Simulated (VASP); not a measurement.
# Al (Fm-3m) in VASP: notebook

Al is run at these levels: PBEsol+D4; tasks: single point, relaxation of cell and atoms.

Program: VASP 6.6.1. These are calculated values, not measurements. Logs are shortened: lines on timing, memory, paths and dates and some standing lists are left out, and cuts for length are marked.

## (1) The cell of the first run

It takes space group Fm-3m (No. 225, cubic). Conventional cell: a = 3.983 Å, b = 3.983 Å, c = 3.983 Å, α = 90.00°, β = 90.00°, γ = 90.00°. Within 3.7 Å of Al (site symmetry m-3m) lie 12 Al at 2.82 Å.

## (2) Single point, PBEsol+D4

The input, INCAR:

```
PREC = Accurate
ENCUT = 520
EDIFF = 1E-6
ISMEAR = 1
SIGMA = 0.1
LREAL = False
LASPH = True
NELM = 60
ALGO = Normal
ISIF = 2
LWAVE = False
LCHARG = False
GGA = PS
IVDW = 13
NBANDS = 8
```

The input, KPOINTS:

```
regular mesh
0
Gamma
  20 20 20
```

The input, POSCAR:

```
Al
1.0
    0.0000000000      1.9914579790      1.9914579790
    1.9914579790      0.0000000000      1.9914579790
    1.9914579790      1.9914579790      0.0000000000
Al
1
Direct
    0.0000000000      0.0000000000      0.0000000000
```

Potentials or basis: VASP PAW PBE potentials, release 64 (Al).

Run with:

```bash
$ cat potpaw_PBE.64/Al/POTCAR > POTCAR
$ mpirun -np 1 vasp_std > vasp.out
```

OUTCAR:

```text
PREC = Accurate
   ENCUT = 520
   EDIFF = 1E-6
   ISMEAR = 1
   LREAL = False
   LASPH = True
   NELM = 60
   ISIF = 2
   GGA = PS
   IVDW = 13

 ion  position               nearest neighbor table
   1  0.000  0.000  0.000-

  LATTYP: Found a face centered cubic cell.
 ALAT       =     3.9829159580

  Lattice vectors:

 A1 = (   0.0000000000,   1.9914579790,   1.9914579790)
 A2 = (   1.9914579790,   0.0000000000,   1.9914579790)
 A3 = (   1.9914579790,   1.9914579790,   0.0000000000)

Analysis of symmetry for initial positions (statically):
=====================================================================
 Subroutine PRICEL returns:
 Original cell was already a primitive cell.

 Routine SETGRP: Setting up the symmetry group for a
 face centered cubic supercell.

 Subroutine GETGRP returns: Found 48 space group operations
 (whereof 48 operations were pure point group operations)
 out of a pool of 48 trial point group operations.

The static configuration has the point symmetry O_h .

Analysis of symmetry for dynamics (positions and initial velocities):
=====================================================================
 Subroutine PRICEL returns:
 Original cell was already a primitive cell.

 Routine SETGRP: Setting up the symmetry group for a
 face centered cubic supercell.

 Subroutine GETGRP returns: Found 48 space group operations
 (whereof 48 operations were pure point group operations)
 out of a pool of 48 trial point group operations.

The dynamic configuration has the point symmetry O_h .

 Subroutine INISYM returns: Found 48 space group operations
 (whereof 48 operations are pure point group operations),
 and found     1 'primitive' translations

----------------------------------------------------------------------------------------

                                     Primitive cell

  volume of cell :      15.7959

  direct lattice vectors                    reciprocal lattice vectors
     0.000000000  1.991457979  1.991457979    -0.251072333  0.251072333  0.251072333
     1.991457979  0.000000000  1.991457979     0.251072333 -0.251072333  0.251072333
     1.991457979  1.991457979  0.000000000     0.251072333  0.251072333 -0.251072333

  length of vectors
     2.816346883  2.816346883  2.816346883     0.434870036  0.434870036  0.434870036

  position of ions in fractional coordinates (direct lattice)
     0.000000000  0.000000000  0.000000000

  ion indices of the primitive-cell ions
   primitive index   ion index
                 1           1

----------------------------------------------------------------------------------------

[... 77 lines left out ...]
   POTIM  = 0.5000    time-step for ionic-motion
   TEBEG  =    0.0;   TEEND  =   0.0 temperature during run
   PSTRESS=    0.0 pullay stress
   NELECT =       3.0000    total number of electrons
   NUPDOWN=      -1.0000    fix difference up-down
   EMIN   =  10.00;   EMAX   =-10.00  energy-range for DOS
   EFERMI =   0.00;   METHOD = LEGACY
   ISMEAR =     1;   SIGMA  =   0.10  broadening in eV -4-tet -1-fermi 0-gaus
   EFERMI_NEDOS =   21; number of points for ismear=-14 and -15
   IALGO  =     38    algorithm
   IMIX   =      4    mixing-type and parameters
     AMIX     =   0.40;   BMIX     =  1.00
     AMIX_MAG =   1.60;   BMIX_MAG =  1.00
  volume/ion in A,a.u.               =      15.80       106.60
  Fermi-wavevector in a.u.,A,eV,Ry     =   0.941024  1.778278 12.048319  0.885526
  Thomas-Fermi vector in A             =   2.068494
   LORBIT       =      0    0 simple, 1 ext, 2 COOP (PROOUT), +10 PAW based schemes
   GGA     = PS    functional components
   LHFCALC =     F    Hartree Fock is set to
   AEXX    =    0.0000 exact exchange contribution
   IVDW    =    13    specifies the selected vdW correction
   LEPSILON=     F    determine dielectric tensor
   LRPA    =     F    only Hartree local field effects (RPA)
 non-spin polarized calculation
 Methfessel and Paxton  Order N= 1 SIGMA  =   0.10
  energy-cutoff  :      520.00
  volume of cell :       15.80
 maximum number of plane-waves:       444
 NGX is ok and might be reduce to    24
   NGX = 11   NGY = 11   NGZ = 11

 number of electron       3.0000000 magnetization

 Free energy of the ion-electron system (eV)
  ---------------------------------------------------
  ext. energy  EPLUGINS =         0.00000000
  ---------------------------------------------------
  free energy    TOTEN  =        -4.08898159 eV

  energy without entropy =       -4.08859332  energy(sigma->0) =       -4.08885217

 E-fermi :   8.4734     XC(G=0): -10.4171

 val. band max:        8.4655916545   @ k =  -0.4000   0.3500   0.0000
 cond. band min:       8.4758151226   @ k =  -0.4500   0.4000   0.0500
 fundamental gap:      0.0102234681
 Fermi energy:         8.4733737149

 k-point     1 :       0.0000    0.0000    0.0000
  band No.  band energies     occupation
      1      -3.0234      2.00000
      2      21.2486      0.00000
      3      21.2486      0.00000
      4      21.2486      0.00000
      5      23.0764      0.00000
      6      23.0764      0.00000
      7      23.0764      0.00000
      8      25.2154      0.00000
[... 243 lines left out ...]
 k-point    24 :      -0.3500    0.0500    0.0000
  band No.  band energies     occupation
      1       0.7477      2.00000
      2       7.8514      2.00000
      3      17.9905      0.00000
      4      20.5754      0.00000
      5      20.6851      0.00000
      6      22.0494      0.00000
      7      23.7644      0.00000
      8      26.4055      0.00000

 [... further k-points ...]

------------------------ aborting loop because EDIFF is reached ----------------------------------------

  DFT-D4 for vdW energy calculation

  Edisp (eV):   -0.20850

  FORCE on cell =-STRESS in cart. coord.  units (eV):
  Direction    XX          YY          ZZ          XY          YZ          ZX
  --------------------------------------------------------------------------------------
  -------------------------------------------------------------------------------------
  Total       0.00724     0.00724     0.00724     0.00000     0.00000     0.00000
  in kB       0.73462     0.73462     0.73462     0.00000     0.00000     0.00000
  external pressure =        0.73 kB  Pullay stress =        0.00 kB

 VOLUME and BASIS-vectors are now :
 -----------------------------------------------------------------------------
  energy-cutoff  :      520.00
  volume of cell :       15.80
      direct lattice vectors                 reciprocal lattice vectors
     0.000000000  1.991457979  1.991457979    -0.251072333  0.251072333  0.251072333
     1.991457979  0.000000000  1.991457979     0.251072333 -0.251072333  0.251072333
     1.991457979  1.991457979  0.000000000     0.251072333  0.251072333 -0.251072333

 POSITION                                       TOTAL-FORCE (eV/Angst)
 -----------------------------------------------------------------------------------
      0.00000      0.00000      0.00000         0.000000      0.000000      0.000000
 -----------------------------------------------------------------------------------
    total drift:                                0.000000     -0.000000     -0.000000

  FREE ENERGIE OF THE ION-ELECTRON SYSTEM (eV)
  ---------------------------------------------------
  free  energy   TOTEN  =        -4.2974836404 eV

  energy  without entropy=       -4.2970953672  energy(sigma->0) =       -4.29735422
```

OSZICAR:

```text
N       E                     dE             d eps       ncg     rms          rms(c)
DAV:   1    -0.270285076069E+01   -0.27029E+01   -0.89731E+02  4120   0.206E+02
DAV:   2    -0.411185443406E+01   -0.14090E+01   -0.13775E+01  5752   0.190E+01
DAV:   3    -0.411842610284E+01   -0.65717E-02   -0.65684E-02  5264   0.143E+00
DAV:   4    -0.411844110635E+01   -0.15004E-04   -0.15004E-04  6440   0.599E-02
DAV:   5    -0.411844113926E+01   -0.32911E-07   -0.32978E-07  5344   0.161E-03    0.147E+00
DAV:   6    -0.410085981154E+01    0.17581E-01   -0.20166E-03  5504   0.188E-01    0.835E-01
DAV:   7    -0.408899911775E+01    0.11861E-01   -0.55324E-03  5360   0.301E-01    0.178E-01
DAV:   8    -0.408898228778E+01    0.16830E-04   -0.20575E-05  6040   0.305E-02    0.141E-02
DAV:   9    -0.408898158991E+01    0.69787E-06   -0.32092E-07  5568   0.266E-03
   1 F= -.42974836E+01 E0= -.42973542E+01  d E =-.388273E-03
```

Wall time 11 s (1 thread of Intel Xeon Platinum 8488C (Sapphire Rapids), shared host); peak memory 0.15 GiB.

Results:

```
Free energy                : -4.2975 eV
Pressure                   : 0.1 GPa
Dispersion energy per atom : -0.208 eV
```

Caveat: the PAW data sets were made with another functional, which shifts forces and pressure a little; pairwise dispersion overbinds metals, which lowers pressure and volume.

## (3) Relaxation of cell and atoms, PBEsol+D4

This run uses another cell than the first one, of 16.60 Å³/atom, 1.051 times its volume.

The input, INCAR:

```
SYSTEM = Al
PREC = Accurate
ENCUT = 600
EDIFF = 1E-6
ISMEAR = 1
SIGMA = 0.1
LREAL = .FALSE.
LASPH = .TRUE.
NELM = 60
ALGO = Normal
ISIF = 3
LWAVE = .FALSE.
LCHARG = .FALSE.
GGA = PS
IVDW = 13
IBRION = 2
NSW = 80
EDIFFG = -0.03
```

The input, KPOINTS:

```
Automatic mesh
0
G
  20 20 20
  0 0 0
```

The input, POSCAR:

```
Al
1.0
    0.0000000000      2.0248050000      2.0248050000
    2.0248050000      0.0000000000      2.0248050000
    2.0248050000      2.0248050000      0.0000000000
Al
1
Direct
    0.0000000000      0.0000000000      0.0000000000
```

Potentials or basis: VASP PAW PBE potentials, release 64 (Al).

Run with:

```bash
$ cat potpaw_PBE.64/Al/POTCAR > POTCAR
$ mpirun -np 1 vasp_std > vasp.out
```

It took 18 s on 1 thread of Intel Xeon Platinum 8488C (Sapphire Rapids), shared host; peak memory 0.15 GiB.

The run converged. Its results:

| Quantity | Value |
| --- | --- |
| Free energy | -4.2976 eV |
| Relaxed volume | 15.81 Å³/atom |
| Relaxed cell | a = 2.817 Å, b = 2.817 Å, c = 2.817 Å, α = 60.00°, β = 60.00°, γ = 60.00° |
| Space group after relaxing (to 0.05 Å) | Fm-3m (No. 225) |
| Energy gained by relaxing | 9.8 meV/atom |
| Ionic steps | 3 |
| Pressure after relaxing | 0.0 GPa |
| Dispersion energy per atom | -0.208 eV |

The path:
```tsv
step	energy change (eV)	largest force (eV/Å)	pressure (GPa)	volume (Å³)
1	0.0000	0.0000	-3.78	16.60
2	-0.0095	0.0000	0.73	15.68
3	-0.0098	0.0000	0.01	15.81
```

Final structure:
```
CELL_PARAMETERS angstrom
0.00000 1.99198 1.99198
1.99198 0.00000 1.99198
1.99198 1.99198 0.00000
ATOMIC_POSITIONS crystal
Al 0.00000 0.00000 0.00000
```

Levels at points of the mesh, in eV from the Fermi level:
```csv
k point,band 1,band 2,band 3,band 4,band 5
"(0.00, 0.00, 0.00)",-11.49,12.77,12.77,12.77,14.59
"(0.50, 0.00, 0.00)",-4.83,-4.50,11.57,11.57,11.79
"(0.50, 0.50, 0.00)",-3.09,-1.68,5.20,5.73,5.73
```

Caveat: the PAW data sets were made with another functional, which shifts forces and pressure a little; pairwise dispersion overbinds metals, which lowers pressure and volume.
